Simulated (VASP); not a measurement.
# ZnO (P6_3mc) in VASP: further runs

The runs below take ZnO through single point, with PBE+D3(BJ), BLYP, SVWN5.

Program: VASP 6.6.1. These are calculated values, not measurements. Logs are shortened: lines on timing, memory, paths and dates and some standing lists are left out, and cuts for length are marked.

**What was measured.**

“Electronic structure of alkaline earth and post-transition metal oxides”, 2009, arxiv:0908.1581 quotes, for a bulk crystal of ZnO: band gap 3.37 eV.

How close the calculation comes is told below.

**1. The cell of the first run**

Symmetry: P6_3mc, No. 186, hexagonal system. The conventional cell has a = 3.249 Å, b = 3.249 Å, c = 5.206 Å, α = 90.00°, β = 90.00°, γ = 120.00°. Within 2.6 Å of Zn (site symmetry 3m) lie 4 O at 1.97 to 1.98 Å. O (site symmetry 3m) has 4 Zn at 1.97 to 1.98 Å within 2.6 Å.

**2. Single point, PBE+D3(BJ)**

Contents of INCAR:

```
SYSTEM = ZnO
PREC     = Accurate       ! precision mode
ENCUT    = 520            ! plane-wave cutoff, eV
EDIFF    = 1E-6           ! SCF threshold, eV
ISMEAR   = -1             ! smearing method
SIGMA    = 0.05           ! smearing width, eV
LREAL    = .FALSE.        ! projectors in reciprocal space
LASPH    = .TRUE.         ! aspherical terms in the spheres
NELM     = 100            ! most SCF steps
ALGO     = Normal         ! electronic algorithm
ISIF     = 2              ! what is computed and relaxed
LWAVE    = .FALSE.        ! write WAVECAR
LCHARG   = .FALSE.        ! write CHGCAR
GGA      = PE             ! functional
IVDW     = 12             ! dispersion correction
NBANDS   = 26             ! bands
```

Contents of KPOINTS:

```
regular mesh
0
G
  9 9 5
  0 0 0
```

Contents of POSCAR:

```
ZnO
1.0
    3.2493080000      0.0000000000      0.0000000000
   -1.6246540000      2.8139832727      0.0000000000
    0.0000000000      0.0000000000      5.2057090000
Zn O
2 2
Direct
    0.6666666667      0.3333333333      0.0000000000
    0.3333333333      0.6666666667      0.5000000000
    0.3333333333      0.6666666667      0.8790100000
    0.6666666667      0.3333333333      0.3790100000
```

Potentials or basis: VASP PAW PBE potentials, release 64 (Zn, O).

Command:

```sh
cat potpaw_PBE.64/Zn/POTCAR potpaw_PBE.64/O/POTCAR > POTCAR
mpirun -np 1 vasp_std > vasp.out
```

OUTCAR:

```text
SYSTEM = ZnO
   PREC = Accurate
   ENCUT = 520
   EDIFF = 1E-6
   ISMEAR = -1
   LREAL = .FALSE.
   LASPH = .TRUE.
   NELM = 100
   ISIF = 2
   GGA = PE
   IVDW = 12
 IVDW          = 12

 ion  position               nearest neighbor table
   1  0.667  0.333  0.000-   4 1.97   3 1.98   3 1.98   3 1.98
   2  0.333  0.667  0.500-   3 1.97   4 1.98   4 1.98   4 1.98
   3  0.333  0.667  0.879-   2 1.97   1 1.98   1 1.98   1 1.98
   4  0.667  0.333  0.379-   1 1.97   2 1.98   2 1.98   2 1.98

  LATTYP: Found a hexagonal cell.
 ALAT       =     3.2493080000
 C/A-ratio  =     1.6020977390

  Lattice vectors:

 A1 = (   3.2493080000,   0.0000000000,   0.0000000000)
 A2 = (  -1.6246540000,   2.8139832727,   0.0000000000)
 A3 = (   0.0000000000,   0.0000000000,   5.2057090000)

Analysis of symmetry for initial positions (statically):
=====================================================================
 Subroutine PRICEL returns:
 Original cell was already a primitive cell.

 Routine SETGRP: Setting up the symmetry group for a
 hexagonal supercell.

 Subroutine GETGRP returns: Found 12 space group operations
 (whereof  6 operations were pure point group operations)
 out of a pool of 24 trial point group operations.

The static configuration has the point symmetry C_3v.
 The point group associated with its full space group is C_6v.

Analysis of symmetry for dynamics (positions and initial velocities):
=====================================================================
 Subroutine PRICEL returns:
 Original cell was already a primitive cell.

 Routine SETGRP: Setting up the symmetry group for a
 hexagonal supercell.

 Subroutine GETGRP returns: Found 12 space group operations
 (whereof  6 operations were pure point group operations)
 out of a pool of 24 trial point group operations.

The dynamic configuration has the point symmetry C_3v.
 The point group associated with its full space group is C_6v.

 Subroutine INISYM returns: Found 12 space group operations
 (whereof  6 operations are pure point group operations),
 and found     1 'primitive' translations

----------------------------------------------------------------------------------------

                                     Primitive cell

  volume of cell :      47.5984

  direct lattice vectors                    reciprocal lattice vectors
     3.249308000  0.000000000  0.000000000     0.307757836  0.177684070  0.000000000
    -1.624654000  2.813983273  0.000000000     0.000000000  0.355368139  0.000000000
     0.000000000  0.000000000  5.205709000     0.000000000  0.000000000  0.192096792

  length of vectors
     3.249308000  3.249308000  5.205709000     0.355368139  0.355368139  0.192096792

  position of ions in fractional coordinates (direct lattice)
     0.666666667  0.333333333  0.000000000
     0.333333333  0.666666667  0.500000000
     0.333333333  0.666666667  0.879010000
     0.666666667  0.333333333  0.379010000

  ion indices of the primitive-cell ions
   primitive index   ion index
                 1           1
                 2           2
                 3           3
                 4           4

----------------------------------------------------------------------------------------

 KPOINTS: regular mesh

Automatic generation of k-mesh.
 Grid dimensions read from file:
 generate k-points for:    9    9    5

 Generating k-lattice:

  Cartesian coordinates                     Fractional coordinates (reciprocal lattice)
     0.034195315  0.019742674  0.000000000     0.111111111  0.000000000  0.000000000
     0.000000000  0.039485349  0.000000000     0.000000000  0.111111111  0.000000000
     0.000000000  0.000000000  0.038419358     0.000000000  0.000000000  0.200000000

  Length of vectors
     0.039485349  0.039485349  0.038419358

  Shift w.r.t. Gamma in fractional coordinates (k-lattice)
     0.000000000  0.000000000  0.000000000

 Subroutine IBZKPT returns following result:
 ===========================================

 Found     36 irreducible k-points:

 Following reciprocal coordinates:
            Coordinates               Weight
  0.000000  0.000000  0.000000      1.000000
  0.111111  0.000000  0.000000      6.000000
  0.222222  0.000000  0.000000      6.000000
  0.333333  0.000000  0.000000      6.000000
  0.444444  0.000000  0.000000      6.000000
  0.111111  0.111111  0.000000      6.000000
[... 16 lines left out ...]
  0.333333  0.222222  0.200000     24.000000
  0.333333  0.333333  0.200000      4.000000
 [... further k-points ...]
   k-points           NKPTS =     36   k-points in BZ     NKDIM =     36   number of bands    NBANDS=     26
   number of dos      NEDOS =    301   number of ions     NIONS =      4
   total plane-waves  NPLWV =  23040
   dimension x,y,z NGX =    24 NGY =   24 NGZ =   40
   dimension x,y,z NGXF=    48 NGYF=   48 NGZF=   80
   ions per type =               2   2
   NGX,Y,Z   is equivalent  to a cutoff of  12.28, 12.28, 12.77 a.u.
   NGXF,Y,Z  is equivalent  to a cutoff of  24.56, 24.56, 25.55 a.u.
 SYSTEM =  ZnO
   PREC   = accura    normal or accurate (medium, high low for compatibility)
   ISTART =      0    job   : 0-new  1-cont  2-samecut
   ICHARG =      2    charge: 1-file 2-atom 10-const
   ISPIN  =      1    spin polarized calculation?
   LNONCOLLINEAR =      F non collinear calculations
   LSORBIT =      F    spin-orbit coupling
   LASPH  =      T    aspherical Exc in radial PAW
   ENCUT  =  520.0 eV  38.22 Ry    6.18 a.u.   6.04  6.04  9.68*2*pi/ulx,y,z
   NELM   =    100;   NELMIN=  2; NELMDL= -5     # of ELM steps
   EDIFF  = 0.1E-05   stopping-criterion for ELM
   LREAL  =      F    real-space projection
   EDIFFG = 0.1E-04   stopping-criterion for IOM
   NSW    =      0    number of steps for IOM
   IBRION =     -1    ionic relax: 0-MD 1-quasi-New 2-CG
   NFREE  =      0    steps in history (QN), initial steepest desc. (CG)
   ISIF   =      2    stress and relaxation
   ISYM   =      2    0-nonsym 1-usesym 2-fastsym
   POTIM  = 0.5000    time-step for ionic-motion
   TEBEG  =    0.0;   TEEND  =   0.0 temperature during run
   PSTRESS=    0.0 pullay stress
   NELECT =      36.0000    total number of electrons
   NUPDOWN=      -1.0000    fix difference up-down
   EMIN   =  10.00;   EMAX   =-10.00  energy-range for DOS
   EFERMI =   0.00;   METHOD = LEGACY
   ISMEAR =    -1;   SIGMA  =   0.05  broadening in eV -4-tet -1-fermi 0-gaus
   EFERMI_NEDOS =   21; number of points for ismear=-14 and -15
   IALGO  =     38    algorithm
   IMIX   =      4    mixing-type and parameters
     AMIX     =   0.40;   BMIX     =  1.00
     AMIX_MAG =   1.60;   BMIX_MAG =  1.00
  volume/ion in A,a.u.               =      11.90        80.30
  Fermi-wavevector in a.u.,A,eV,Ry     =   1.491574  2.818667 30.270160  2.224794
  Thomas-Fermi vector in A             =   2.604212
   LORBIT       =      0    0 simple, 1 ext, 2 COOP (PROOUT), +10 PAW based schemes
   GGA     = PE    functional components
   LHFCALC =     F    Hartree Fock is set to
   AEXX    =    0.0000 exact exchange contribution
   IVDW    =    12    specifies the selected vdW correction
   LEPSILON=     F    determine dielectric tensor
   LRPA    =     F    only Hartree local field effects (RPA)
 non-spin polarized calculation
  energy-cutoff  :      520.00
  volume of cell :       47.60
 maximum number of plane-waves:      1308
   NGX = 13   NGY = 13   NGZ = 19

 number of electron      36.0000017 magnetization

 Free energy of the ion-electron system (eV)
  ---------------------------------------------------
  ext. energy  EPLUGINS =         0.00000000
  ---------------------------------------------------
  free energy    TOTEN  =       -17.82215567 eV

  energy without entropy =      -17.82215175  energy(sigma->0) =      -17.82215371

 E-fermi :   1.6361     XC(G=0): -10.9115

 val. band max:        1.2007835525   @ k =   0.0000   0.0000   0.0000
 cond. band min:       1.9907517723   @ k =   0.0000   0.0000   0.0000
 fundamental gap:      0.7899682197
 Fermi energy:         1.6360599172

 k-point     1 :       0.0000    0.0000    0.0000
  band No.  band energies     occupation
      1     -16.8876      2.00000
      2     -16.1564      2.00000
      3      -4.4872      2.00000
      4      -4.4872      2.00000
      5      -4.4477      2.00000
      6      -4.4263      2.00000
[... 18 lines left out ...]
     25      15.3278      0.00000
     26      15.3278      0.00000

 k-point     2 :       0.1111    0.0000    0.0000
  band No.  band energies     occupation
      1     -16.8206      2.00000
      2     -16.1274      2.00000
      3      -4.5656      2.00000
      4      -4.4488      2.00000
      5      -4.4066      2.00000
      6      -4.3444      2.00000
[... 18 lines left out ...]
     25      15.4704      0.00000
     26      15.4731      0.00000

 k-point     3 :       0.2222    0.0000    0.0000
  band No.  band energies     occupation
      1     -16.6415      2.00000
      2     -16.0581      2.00000
      3      -4.7141      2.00000
      4      -4.3911      2.00000
      5      -4.3591      2.00000
      6      -4.2578      2.00000
[... 18 lines left out ...]
     25      14.7205      0.00000
     26      15.4437      0.00000

 k-point     4 :       0.3333    0.0000    0.0000
  band No.  band energies     occupation
      1     -16.4138      2.00000
      2     -15.9946      2.00000
      3      -4.7952      2.00000
      4      -4.4385      2.00000
      5      -4.2780      2.00000
      6      -4.0866      2.00000
[... 18 lines left out ...]
     25      14.5921      0.00000
     26      15.2719      0.00000
[... 496 lines left out ...]
      1     -16.2700      2.00000
      2     -16.0054      2.00000
      3      -4.6512      2.00000
      4      -4.5677      2.00000
      5      -4.1970      2.00000
      6      -4.1660      2.00000
[... 18 lines left out ...]
     25      13.2625      0.00000
     26      16.4986      0.00000

 k-point    23 :       0.3333    0.2222    0.2000
  band No.  band energies     occupation
      1     -16.1273      2.00000
      2     -15.9969      2.00000
      3      -4.5827      2.00000
      4      -4.4106      2.00000
      5      -4.2393      2.00000
      6      -4.0298      2.00000
[... 18 lines left out ...]
     25      14.0674      0.00000
     26      15.5469      0.00000

 k-point    24 :       0.3333    0.3333    0.2000
  band No.  band energies     occupation
      1     -16.0364      2.00000
      2     -16.0364      2.00000
      3      -4.4944      2.00000
      4      -4.2869      2.00000
      5      -4.2869      2.00000
      6      -3.9212      2.00000
[... 18 lines left out ...]
     25      14.7517      0.00000
     26      15.7867      0.00000

 [... further k-points ...]

------------------------ aborting loop because EDIFF is reached ----------------------------------------

 Edisp (eV)   -0.89685

 E8    (eV) :    -0.3383

  FORCE on cell =-STRESS in cart. coord.  units (eV):
  Direction    XX          YY          ZZ          XY          YZ          ZX
  --------------------------------------------------------------------------------------
  -------------------------------------------------------------------------------------
  Total       0.69255     0.69255     1.23063     0.00000     0.00000     0.00000
  in kB      23.31153    23.31153    41.42333     0.00000     0.00000     0.00000
  external pressure =       29.35 kB  Pullay stress =        0.00 kB

 VOLUME and BASIS-vectors are now :
 -----------------------------------------------------------------------------
  energy-cutoff  :      520.00
  volume of cell :       47.60
      direct lattice vectors                 reciprocal lattice vectors
     3.249308000  0.000000000  0.000000000     0.307757836  0.177684070  0.000000000
    -1.624654000  2.813983273  0.000000000     0.000000000  0.355368139  0.000000000
     0.000000000  0.000000000  5.205709000     0.000000000  0.000000000  0.192096792

 POSITION                                       TOTAL-FORCE (eV/Angst)
 -----------------------------------------------------------------------------------
      1.62465      0.93799      0.00000        -0.000000      0.000000     -0.072401
     -0.00000      1.87599      2.60285         0.000000     -0.000000     -0.072401
     -0.00000      1.87599      4.57587         0.000000      0.000000      0.072401
      1.62465      0.93799      1.97302        -0.000000      0.000000      0.072401
 -----------------------------------------------------------------------------------
    total drift:                               -0.000000     -0.000000     -0.000191

  FREE ENERGIE OF THE ION-ELECTRON SYSTEM (eV)
  ---------------------------------------------------
  free  energy   TOTEN  =       -18.7190066008 eV

  energy  without entropy=      -18.7190026864  energy(sigma->0) =      -18.71900464
```

Run time: 26 s. Hardware: 1 thread of Intel Xeon Platinum 8488C (Sapphire Rapids), shared host; peak memory 0.18 GiB.

What came out:

```
Free energy                : -18.7190 eV
Pressure                   : 2.9 GPa
Largest force              : 0.072 eV/Å
Band gap on the k mesh     : 0.79 eV
Dispersion energy per atom : -0.224 eV
```

Forces on the atoms (eV/Å):
```
Zn   0.000  0.000 -0.072
Zn   0.000  0.000 -0.072
O    0.000  0.000  0.072
O    0.000  0.000  0.072
```

Levels at points of the mesh, in eV from the valence-band top:
| k point | band 16 | band 17 | band 18 | band 19 | band 20 | band 21 |
| --- | --- | --- | --- | --- | --- | --- |
| (0.00, 0.00, 0.00) | -0.07 | 0.00 | 0.00 | 0.79 | 5.21 | 8.26 |

[end of part 1 of 3]
